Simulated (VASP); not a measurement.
Input of a VASP 6.6.1 run:

File INCAR:

```
SYSTEM = Mo2C
PREC = Accurate
ENCUT = 600
EDIFF = 1E-6
ISMEAR = -1
SIGMA = 0.05
LREAL = .FALSE.
LASPH = .TRUE.
NELM = 80
ALGO = Normal
ISIF = 3
LWAVE = .FALSE.
LCHARG = .FALSE.
GGA = CA
IBRION = 2
NSW = 60
EDIFFG = -0.01
```

File KPOINTS:

```
Automatic mesh
0
G
  4 4 7
  0 0 0
```

The input POSCAR:

```
Mo2C
1.0
    4.7700000000      0.0000000000      0.0000000000
    0.0000000000      4.7700000000      0.0000000000
    0.0000000000      0.0000000000      3.1005000000
C Mo
2 4
Direct
    0.0000000000      0.0000000000      0.0000000000
    0.5000000000      0.5000000000      0.5000000000
    0.3050000000      0.3050000000      0.0000000000
    0.1950000000      0.8050000000      0.5000000000
    0.6950000000      0.6950000000      0.0000000000
    0.8050000000      0.1950000000      0.5000000000
```

Potentials or basis: VASP PAW LDA potentials, release 64 (C, Mo_sv).

The run is started by

```console
$ cat potpaw_LDA.64/C/POTCAR potpaw_LDA.64/Mo_sv/POTCAR > POTCAR
$ mpirun -np 1 vasp_std > vasp.out
```

(1) Predict the band gap on the k mesh.

(2) Predict the relaxed cell.

Results:

(1) zero (bands 32 and 33 overlap by 0.83 eV).

(2) a = 4.978 Å, b = 4.978 Å, c = 2.989 Å, α = 90.00°, β = 90.00°, γ = 90.00°.
